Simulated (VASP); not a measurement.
The system is Y.

```
Y
1.0
     0.00000    2.54500    2.54500
     2.54500    0.00000    2.54500
     2.54500    2.54500    0.00000
Y
1
Direct
  0.00000 0.00000 0.00000
```

This isn't the form of Y at room conditions, which is hcp.

```yaml
Program: VASP 6.6.1
Task: relaxation of cell and atoms
Functional: LDA
Potentials_or_basis: VASP PAW LDA potentials, release 64 (Y_sv)
Cutoff: 500 eV
k_mesh: 7 × 7 × 7
Occupations: methfessel-paxton, width 0.1 eV
Spin: no spin polarisation
```

At the start: pressure -4.4 GPa; volume 32.97 Å³/atom.

Task: How do energy, volume and symmetry change on relaxing?

Result: Over 3 steps the energy falls by 51.6 meV/atom and the volume is 29.47 Å³/atom (-10.6 %); space group Fm-3m (No. 225, to 0.1 Å) before and after.

Step by step:
```csv
step,energy change (eV),largest force (eV/Å),pressure (GPa),volume (Å³)
1,0.0000,0.0000,-4.40,32.97
2,-0.0495,0.0000,1.07,28.83
3,-0.0516,0.0000,0.01,29.47
```

Final structure:
```yaml
crystal:
  lattice:
    - [0.00000, 2.45159, 2.45159]
    - [2.45159, 0.00000, 2.45159]
    - [2.45159, 2.45159, 0.00000]
  atoms:
    - { symbol: Y, position: [0.00000, 0.00000, 0.00000] }
```
